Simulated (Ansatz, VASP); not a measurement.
## H in VASP and in Ansatz

```
CELL_PARAMETERS angstrom
5.83144 0.00000 0.00000
-2.91572 5.05017 0.00000
0.00000 0.00000 3.65164
ATOMIC_POSITIONS crystal
H 0.33333 0.66667 0.25000
H 0.66667 0.33333 0.75000
```

Alike in both runs: task single point; functional PBE; k mesh 6 × 6 × 6; occupations gaussian, width 0.05 eV; collinear spin.

|  | VASP | Ansatz |
| --- | --- | --- |
| version | VASP 6.6.1 | Ansatz 0.2.0 |
| potentials or method | VASP PAW PBE potentials, release 64 (H), cutoff 520 eV | scalar-relativistic, plane waves, PAW |
| valence electrons in the cell | 2 | 2 |

Ansatz gave:

```
gap on the k mesh at the Fermi level (eV)                     : 6.32
least direct gap on the mesh (eV)                             : 6.40
pressure (GPa)                                                : 0.1
net moment per atom (μB)                                      : 1.00
size of the moment on the site where the two differ most (μB) : 0.94
```

Q: Estimate VASP's values.

A: gap on the k mesh at the Fermi level (eV): 6.63; least direct gap on the mesh (eV): 7.18; pressure (GPa): 0.0; net moment per atom (μB): 1.00; size of the moment on the site where the two differ most (μB): 0.38.

Site moments also hang on the region over which each program counts them. Ansatz's warnings: band edge not confirmed under output density, nearly empty spin channel levels not settled.
